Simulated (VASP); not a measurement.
**WC (WC type): single point with PBE**

The system is WC (WC type).

```
W C
1.0
     2.85765    0.00000    0.00000
    -1.42882    2.47479    0.00000
     0.00000    0.00000    2.79806
W C
1 1
Direct
  0.00000 0.00000 0.00000
  0.33333 0.66667 0.50000
```

```json
{
  "Program": "VASP 6.6.1",
  "Task": "single point",
  "Functional": "PBE",
  "Potentials or basis": "VASP PAW PBE potentials, release 64 (W_sv, C)",
  "Cutoff": "520 eV",
  "k mesh": "17 × 17 × 15",
  "Occupations": "fermi-dirac, width 0.1 eV",
  "Spin": "no spin polarisation"
}
```

```json
{
 "Pressure": "28.4 GPa",
 "Band gap on the k mesh": "zero (band 9 reaches 12.41 eV, above the bottom of band 10 at 11.14 eV)"
}
```

Stress tensor (GPa, compression positive):
```
28.29  0.00  0.00
 0.00 28.29  0.00
 0.00  0.00 28.61
```

Levels at points of the mesh, in eV from the Fermi level:
```
           k point  band 7  band 8  band 9  band 10  band 11  band 12
(0.00, 0.00, 0.00)   -3.52   -3.52    0.06     3.45     3.45     5.87
```

Wall time 22 s on 1 thread of Intel(R) Xeon(R) 6975P-C (Granite Rapids), on a shared host, peak memory 0.21 GiB.

Caveat: spin-orbit coupling is left out, which moves the levels of the heavy elements.
